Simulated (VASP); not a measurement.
# BaO (Fm-3m) in VASP: a series of runs

BaO is run at these levels: PBE+D3(BJ); tasks: single point.

All numbers are computed with VASP 6.6.1; they aren't measurements. Logs are shortened: lines on timing, memory, paths and dates and some standing lists are left out, and cuts for length are marked.

**1. The cell of the first run**

It takes space group Fm-3m (No. 225, cubic). The conventional cell has a = 5.500 Å, b = 5.500 Å, c = 5.500 Å, α = 90.00°, β = 90.00°, γ = 90.00°. Ba (site symmetry m-3m) has 6 O at 2.75 Å within 3.6 Å. O (site symmetry m-3m) has 6 Ba at 2.75 Å within 3.6 Å.

**2. Single point, PBE+D3(BJ)**

INCAR reads:

```
PREC = Accurate
ENCUT = 600
EDIFF = 1E-6
ISMEAR = 0
SIGMA = 0.01
LREAL = False
LASPH = True
NELM = 120
ALGO = Normal
ISIF = 2
LWAVE = False
LCHARG = False
GGA = PE
IVDW = 12
NBANDS = 15
GGA_COMPAT = False
```

KPOINTS reads:

```
regular mesh
0
Gamma
  8 8 8
```

POSCAR reads:

```
BaO
1.0
    0.0000000000      2.7500000000      2.7500000000
    2.7500000000      0.0000000000      2.7500000000
    2.7500000000      2.7500000000      0.0000000000
Ba O
1 1
Direct
    0.0000000000      0.0000000000      0.0000000000
    0.5000000000      0.5000000000      0.5000000000
```

Potentials or basis: VASP PAW PBE potentials, release 64 (Ba_sv, O).

Launch:

```bash
$ cat potpaw_PBE.64/Ba_sv/POTCAR potpaw_PBE.64/O/POTCAR > POTCAR
$ mpirun -np 1 vasp_std > vasp.out
```

OUTCAR:

```text
PREC = Accurate
   ENCUT = 600
   EDIFF = 1E-6
   ISMEAR = 0
   LREAL = False
   LASPH = True
   NELM = 120
   ISIF = 2
   GGA = PE
   IVDW = 12
 IVDW          = 12

 ion  position               nearest neighbor table
   1  0.000  0.000  0.000-   2 2.75   2 2.75   2 2.75   2 2.75   2 2.75   2 2.75
   2  0.500  0.500  0.500-   1 2.75   1 2.75   1 2.75   1 2.75   1 2.75   1 2.75

  LATTYP: Found a face centered cubic cell.
 ALAT       =     5.5000000000

  Lattice vectors:

 A1 = (   0.0000000000,   2.7500000000,   2.7500000000)
 A2 = (   2.7500000000,   0.0000000000,   2.7500000000)
 A3 = (   2.7500000000,   2.7500000000,   0.0000000000)

Analysis of symmetry for initial positions (statically):
=====================================================================
 Subroutine PRICEL returns:
 Original cell was already a primitive cell.

 Routine SETGRP: Setting up the symmetry group for a
 face centered cubic supercell.

 Subroutine GETGRP returns: Found 48 space group operations
 (whereof 48 operations were pure point group operations)
 out of a pool of 48 trial point group operations.

The static configuration has the point symmetry O_h .

Analysis of symmetry for dynamics (positions and initial velocities):
=====================================================================
 Subroutine PRICEL returns:
 Original cell was already a primitive cell.

 Routine SETGRP: Setting up the symmetry group for a
 face centered cubic supercell.

 Subroutine GETGRP returns: Found 48 space group operations
 (whereof 48 operations were pure point group operations)
 out of a pool of 48 trial point group operations.

The dynamic configuration has the point symmetry O_h .

 Subroutine INISYM returns: Found 48 space group operations
 (whereof 48 operations are pure point group operations),
 and found     1 'primitive' translations

----------------------------------------------------------------------------------------

                                     Primitive cell

  volume of cell :      41.5938

  direct lattice vectors                    reciprocal lattice vectors
     0.000000000  2.750000000  2.750000000    -0.181818182  0.181818182  0.181818182
     2.750000000  0.000000000  2.750000000     0.181818182 -0.181818182  0.181818182
     2.750000000  2.750000000  0.000000000     0.181818182  0.181818182 -0.181818182

  length of vectors
     3.889087297  3.889087297  3.889087297     0.314918329  0.314918329  0.314918329

  position of ions in fractional coordinates (direct lattice)
     0.000000000  0.000000000  0.000000000
     0.500000000  0.500000000  0.500000000

  ion indices of the primitive-cell ions
   primitive index   ion index
                 1           1
                 2           2

----------------------------------------------------------------------------------------

 KPOINTS: regular mesh

Automatic generation of k-mesh.
 Grid dimensions read from file:
 generate k-points for:    8    8    8

 Generating k-lattice:

  Cartesian coordinates                     Fractional coordinates (reciprocal lattice)
    -0.022727273  0.022727273  0.022727273     0.125000000  0.000000000  0.000000000
     0.022727273 -0.022727273  0.022727273     0.000000000  0.125000000  0.000000000
     0.022727273  0.022727273 -0.022727273     0.000000000  0.000000000  0.125000000

  Length of vectors
     0.039364791  0.039364791  0.039364791

  Shift w.r.t. Gamma in fractional coordinates (k-lattice)
     0.000000000  0.000000000  0.000000000

 Subroutine IBZKPT returns following result:
 ===========================================

 Found     29 irreducible k-points:

 Following reciprocal coordinates:
            Coordinates               Weight
  0.000000  0.000000  0.000000      1.000000
  0.125000  0.000000  0.000000      8.000000
  0.250000  0.000000  0.000000      8.000000
  0.375000  0.000000  0.000000      8.000000
  0.500000  0.000000  0.000000      4.000000
  0.125000  0.125000  0.000000      6.000000
[... 16 lines left out ...]
  0.500000  0.250000  0.125000     48.000000
 -0.375000  0.250000  0.125000     24.000000
 [... further k-points ...]
   k-points           NKPTS =     29   k-points in BZ     NKDIM =     29   number of bands    NBANDS=     15
   number of dos      NEDOS =    301   number of ions     NIONS =      2
   total plane-waves  NPLWV =  32768
   dimension x,y,z NGX =    32 NGY =   32 NGZ =   32
   dimension x,y,z NGXF=    64 NGYF=   64 NGZF=   64
   ions per type =               1   1
   NGX,Y,Z   is equivalent  to a cutoff of  13.68, 13.68, 13.68 a.u.
   NGXF,Y,Z  is equivalent  to a cutoff of  27.36, 27.36, 27.36 a.u.
 SYSTEM =  unknown system
   PREC   = accura    normal or accurate (medium, high low for compatibility)
   ISTART =      0    job   : 0-new  1-cont  2-samecut
   ICHARG =      2    charge: 1-file 2-atom 10-const
   ISPIN  =      1    spin polarized calculation?
   LNONCOLLINEAR =      F non collinear calculations
   LSORBIT =      F    spin-orbit coupling
   LASPH  =      T    aspherical Exc in radial PAW
   ENCUT  =  600.0 eV  44.10 Ry    6.64 a.u.   7.77  7.77  7.77*2*pi/ulx,y,z
   NELM   =    120;   NELMIN=  2; NELMDL= -5     # of ELM steps
   EDIFF  = 0.1E-05   stopping-criterion for ELM
   LREAL  =      F    real-space projection
   EDIFFG = 0.1E-04   stopping-criterion for IOM
   NSW    =      0    number of steps for IOM
   IBRION =     -1    ionic relax: 0-MD 1-quasi-New 2-CG
   NFREE  =      0    steps in history (QN), initial steepest desc. (CG)
   ISIF   =      2    stress and relaxation
   ISYM   =      2    0-nonsym 1-usesym 2-fastsym
   POTIM  = 0.5000    time-step for ionic-motion
   TEBEG  =    0.0;   TEEND  =   0.0 temperature during run
   PSTRESS=    0.0 pullay stress
   NELECT =      16.0000    total number of electrons
   NUPDOWN=      -1.0000    fix difference up-down
   EMIN   =  10.00;   EMAX   =-10.00  energy-range for DOS
   EFERMI =   0.00;   METHOD = LEGACY
   ISMEAR =     0;   SIGMA  =   0.01  broadening in eV -4-tet -1-fermi 0-gaus
   EFERMI_NEDOS =   21; number of points for ismear=-14 and -15
   IALGO  =     38    algorithm
   IMIX   =      4    mixing-type and parameters
     AMIX     =   0.40;   BMIX     =  1.00
     AMIX_MAG =   1.60;   BMIX_MAG =  1.00
  volume/ion in A,a.u.               =      20.80       140.34
  Fermi-wavevector in a.u.,A,eV,Ry     =   1.190617  2.249940 19.287200  1.417569
  Thomas-Fermi vector in A             =   2.326698
   LORBIT       =      0    0 simple, 1 ext, 2 COOP (PROOUT), +10 PAW based schemes
   GGA     = PE    functional components
   LHFCALC =     F    Hartree Fock is set to
   AEXX    =    0.0000 exact exchange contribution
   IVDW    =    12    specifies the selected vdW correction
   LEPSILON=     F    determine dielectric tensor
   LRPA    =     F    only Hartree local field effects (RPA)
 non-spin polarized calculation
 Gauss-broadening in eV      SIGMA  =   0.01
  energy-cutoff  :      600.00
  volume of cell :       41.59
 maximum number of plane-waves:      1411
   NGX = 15   NGY = 15   NGZ = 15

 number of electron      15.9999997 magnetization

 Free energy of the ion-electron system (eV)
  ---------------------------------------------------
  ext. energy  EPLUGINS =         0.00000000
  ---------------------------------------------------
  free energy    TOTEN  =       -11.77217404 eV

  energy without entropy =      -11.77217404  energy(sigma->0) =      -11.77217404

 E-fermi :   2.0825     XC(G=0):  -9.7179

 val. band max:        2.0288344143   @ k =   0.5000   0.5000   0.0000
 cond. band min:       3.9287392555   @ k =   0.5000   0.5000   0.0000
 fundamental gap:      1.8999048412
 Fermi energy:         2.0825433921

 k-point     1 :       0.0000    0.0000    0.0000
  band No.  band energies     occupation
      1     -23.8904      2.00000
      2     -13.0549      2.00000
      3      -8.3594      2.00000
      4      -8.3594      2.00000
      5      -8.3594      2.00000
      6       1.6287      2.00000
      7       1.6287      2.00000
      8       1.6287      2.00000
      9       5.6629      0.00000
     10       6.6954      0.00000
     11       6.6954      0.00000
     12       6.6954      0.00000
     13       9.0154      0.00000
     14       9.0154      0.00000
     15      12.0137      0.00000

 k-point     2 :       0.1250    0.0000    0.0000
  band No.  band energies     occupation
      1     -23.8509      2.00000
      2     -13.1690      2.00000
      3      -8.3966      2.00000
      4      -8.3784      2.00000
      5      -8.3784      2.00000
      6       1.2890      2.00000
      7       1.4206      2.00000
      8       1.4206      2.00000
      9       6.2927      0.00000
     10       6.5936      0.00000
     11       6.9922      0.00000
     12       6.9922      0.00000
     13       9.4285      0.00000
     14       9.4285      0.00000
     15      12.9909      0.00000

 k-point     3 :       0.2500    0.0000    0.0000
  band No.  band energies     occupation
      1     -23.7532      2.00000
      2     -13.4451      2.00000
      3      -8.4795      2.00000
      4      -8.4232      2.00000
      5      -8.4232      2.00000
      6       0.6506      2.00000
      7       0.9780      2.00000
      8       0.9780      2.00000
      9       6.4839      0.00000
     10       7.7957      0.00000
     11       7.7957      0.00000
     12       7.9267      0.00000
     13      10.4501      0.00000
     14      10.4501      0.00000
     15      15.1075      0.00000
[... 343 lines left out ...]
 k-point    23 :       0.5000    0.2500    0.1250
  band No.  band energies     occupation
      1     -23.6025      2.00000
      2     -13.6108      2.00000
      3      -9.0028      2.00000
      4      -8.8611      2.00000
      5      -8.4822      2.00000
      6       0.5180      2.00000
      7       0.7724      2.00000
      8       1.4286      2.00000
      9       6.1429      0.00000
     10       8.0712      0.00000
     11       9.4718      0.00000
     12       9.6067      0.00000
     13      11.6591      0.00000
     14      13.1557      0.00000
     15      14.9728      0.00000

 k-point    24 :      -0.3750    0.2500    0.1250
  band No.  band energies     occupation
      1     -23.5686      2.00000
      2     -13.6632      2.00000
      3      -9.0218      2.00000
      4      -9.0194      2.00000
      5      -8.4724      2.00000
      6       0.4064      2.00000
      7       1.0459      2.00000
      8       1.1069      2.00000
      9       6.8872      0.00000
     10       7.5035      0.00000
     11       9.9579      0.00000
     12       9.9950      0.00000
     13      12.2334      0.00000
     14      13.9445      0.00000
     15      14.3327      0.00000

 [... further k-points ...]

------------------------ aborting loop because EDIFF is reached ----------------------------------------

 Edisp (eV)   -0.46331

 E8    (eV) :    -0.2396

  FORCE on cell =-STRESS in cart. coord.  units (eV):
  Direction    XX          YY          ZZ          XY          YZ          ZX
  --------------------------------------------------------------------------------------
  -------------------------------------------------------------------------------------
  Total       0.76996     0.76996     0.76996     0.00000    -0.00000     0.00000
  in kB      29.65862    29.65862    29.65862     0.00000    -0.00000     0.00000
  external pressure =       29.66 kB  Pullay stress =        0.00 kB

 VOLUME and BASIS-vectors are now :
 -----------------------------------------------------------------------------
  energy-cutoff  :      600.00
  volume of cell :       41.59
      direct lattice vectors                 reciprocal lattice vectors
     0.000000000  2.750000000  2.750000000    -0.181818182  0.181818182  0.181818182
     2.750000000  0.000000000  2.750000000     0.181818182 -0.181818182  0.181818182
     2.750000000  2.750000000  0.000000000     0.181818182  0.181818182 -0.181818182

 POSITION                                       TOTAL-FORCE (eV/Angst)
 -----------------------------------------------------------------------------------
      0.00000      0.00000      0.00000         0.000000      0.000000      0.000000
      2.75000      2.75000      2.75000        -0.000000     -0.000000     -0.000000
 -----------------------------------------------------------------------------------
    total drift:                                0.000000     -0.000000      0.000000

  FREE ENERGIE OF THE ION-ELECTRON SYSTEM (eV)
  ---------------------------------------------------
  free  energy   TOTEN  =       -12.2354884611 eV

  energy  without entropy=      -12.2354884611  energy(sigma->0) =      -12.23548846
```

Run time: 27 s. Hardware: 1 thread of Intel Xeon Platinum 8375C at 2.90GHz (Ice Lake), shared host; peak memory 0.19 GiB.

Results:

```
Free energy                : -12.2355 eV
Pressure                   : 3.0 GPa
Band gap on the k mesh     : 1.90 eV, direct
Dispersion energy per atom : -0.232 eV
```

Levels at points of the mesh, in eV from the valence-band top:
| k point | band 4 | band 5 | band 6 | band 7 | band 8 | band 9 | band 10 | band 11 | band 12 | band 13 |
| --- | --- | --- | --- | --- | --- | --- | --- | --- | --- | --- |
| (0.00, 0.00, 0.00) | -10.39 | -10.39 | -0.40 | -0.40 | -0.40 | 3.63 | 4.67 | 4.67 | 4.67 | 6.99 |
| (0.50, 0.00, 0.00) | -10.51 | -10.51 | -2.08 | -1.58 | -1.58 | 4.94 | 7.21 | 7.21 | 8.30 | 10.65 |
| (0.50, 0.50, 0.00) | -11.01 | -11.01 | -0.19 | -0.19 | 0.00 | 1.90 | 6.05 | 8.98 | 9.52 | 9.85 |

Caveat: spin-orbit coupling is left out, which moves the levels of the heavy elements.

**3. Single point, PBE+D3(BJ)**

This run uses another cell than the first one, of 21.63 Å³/atom, 1.040 times its volume.

INCAR reads:

```
SYSTEM = BaO
PREC = Accurate ; ENCUT = 600
EDIFF = 1E-6 ; ISMEAR = 0
SIGMA = 0.01 ; LREAL = .FALSE.
LASPH = .TRUE. ; NELM = 120
ALGO = Normal ; ISIF = 2
LWAVE = .FALSE. ; LCHARG = .FALSE.
GGA = PE ; IVDW = 12
NBANDS = 15 ; GGA_COMPAT = .FALSE.
```

KPOINTS reads:

```
Automatic mesh
0
G
  8 8 8
  0 0 0
```

POSCAR reads:

```
BaO
1.0
    0.0000000000      2.7861883605      2.7861883605
    2.7861883605      0.0000000000      2.7861883605
    2.7861883605      2.7861883605      0.0000000000
Ba O
1 1
Direct
    0.0000000000      0.0000000000      0.0000000000
    0.5000000000      0.5000000000      0.5000000000
```

Potentials or basis: VASP PAW PBE potentials, release 64 (Ba_sv, O).

Launch:

```bash
$ cat potpaw_PBE.64/Ba_sv/POTCAR potpaw_PBE.64/O/POTCAR > POTCAR
$ mpirun -np 1 vasp_std > vasp.out
```

Run time: 24 s. Hardware: 1 thread of Intel Xeon Platinum 8375C at 2.90GHz (Ice Lake), shared host; peak memory 0.19 GiB.

Results (log left out):

```
Free energy                : -12.2511 eV
Pressure                   : -0.1 GPa
Band gap on the k mesh     : 2.04 eV, direct
Dispersion energy per atom : -0.222 eV
```

Levels at points of the mesh, in eV from the valence-band top:
```
           k point  band 5  band 6  band 7  band 8  band 9  band 10  band 11  band 12
(0.00, 0.00, 0.00)  -10.46   -0.30   -0.30   -0.30    3.47     4.69     4.69     4.69
(0.50, 0.00, 0.00)  -10.57   -1.92   -1.40   -1.40    4.91     7.10     7.10     8.09
(0.50, 0.50, 0.00)  -11.01   -0.13   -0.13    0.00    2.04     5.90     8.81     9.28
```

Caveat: spin-orbit coupling is left out, which moves the levels of the heavy elements.

**4. Single point, PBE+D3(BJ)**

This run uses another cell than the first one, of 22.46 Å³/atom, 1.080 times its volume.

INCAR reads:

```
SYSTEM = BaO
  PREC = Accurate
  ENCUT = 600
  EDIFF = 1E-6
  ISMEAR = 0
  SIGMA = 0.01
  LREAL = .False.
  LASPH = .True.
  NELM = 120
  ALGO = Normal
  ISIF = 2
  LWAVE = .False.
  LCHARG = .True.
  GGA = PE
  IVDW = 12
  LELF = .True.
  LVHAR = .True.
  NBANDS = 15
  GGA_COMPAT = .False.
```

KPOINTS reads:

```
regular mesh
0
Gamma
  8 8 8
  0 0 0
```

POSCAR reads:

```
BaO
1.0
    0.0000000000      2.8214603120      2.8214603120
    2.8214603120      0.0000000000      2.8214603120
    2.8214603120      2.8214603120      0.0000000000
Ba O
1 1
Direct
    0.0000000000      0.0000000000      0.0000000000
    0.5000000000      0.5000000000      0.5000000000
```

Launch:

```bash
$ cat potpaw_PBE.64/Ba_sv/POTCAR potpaw_PBE.64/O/POTCAR > POTCAR
$ mpirun -np 1 vasp_std > vasp.out
```

It took 23 s on 1 thread of Intel Xeon Platinum 8375C at 2.90GHz (Ice Lake), shared host; peak memory 0.19 GiB.

The run converged. Its results:

| Item | Value |
| --- | --- |
| Free energy | -12.2379 eV |
| Pressure | -2.6 GPa |
| Band gap on the k mesh | 2.15 eV, direct |
| Dispersion energy per atom | -0.214 eV |

Levels at points of the mesh, in eV from the valence-band top:
| k point | band 5 | band 6 | band 7 | band 8 | band 9 | band 10 | band 11 | band 12 |
| --- | --- | --- | --- | --- | --- | --- | --- | --- |
| (0.00, 0.00, 0.00) | -10.54 | -0.20 | -0.20 | -0.20 | 3.32 | 4.71 | 4.71 | 4.71 |
| (0.50, 0.00, 0.00) | -10.64 | -1.78 | -1.23 | -1.23 | 4.86 | 6.99 | 6.99 | 7.88 |
| (0.50, 0.50, 0.00) | -11.03 | -0.08 | -0.08 | 0.00 | 2.15 | 5.76 | 8.64 | 9.05 |

Caveat: spin-orbit coupling is left out, which moves the levels of the heavy elements. A k mesh can miss the band edges.

(Continued in part 2 of 2.)
